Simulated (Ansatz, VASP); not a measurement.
**MoS2: VASP beside Ansatz**

```
Mo S
1.0
     1.62895    0.94047    6.12333
    -1.62895    0.94047    6.12333
     0.00000   -1.88094    6.12333
Mo S
1 2
Cartesian
  0.0000 0.0000 0.0000
  0.0000 0.0000 13.7481
  0.0000 0.0000 10.7446
```

Change from the starting cell: equal xx and yy strain of +3 %, crystal datasets.

Alike in both runs: task electric field gradients; functional PBE; k mesh 13 × 13 × 13; occupations fermi-dirac, width 0.05 eV; no spin polarisation.

|  | VASP | Ansatz |
| --- | --- | --- |
| version | VASP 6.6.1 | Ansatz 0.2.0 |
| potentials or method | VASP PAW PBE potentials, release 64 (Mo_sv, S), cutoff 520 eV | all-electron PAW with datasets made for the crystal, scalar-relativistic |

```csv
,VASP,Ansatz,Ansatz less VASP
pressure (GPa),0.2,0.3,+0.14
"traceless stress, the component that is largest in VASP (GPa)",6.87,6.90,+0.030
rms of the force components (eV/Å),0.292,0.299,+0.0071
size of Vzz on the site where it differs most (V/Å²),93.8,92.7,-1.09
```

Atom by atom the forces differ by 0.007 eV/Å (rms over components). Ansatz ran all-electron here, and VASP with PAW potentials.
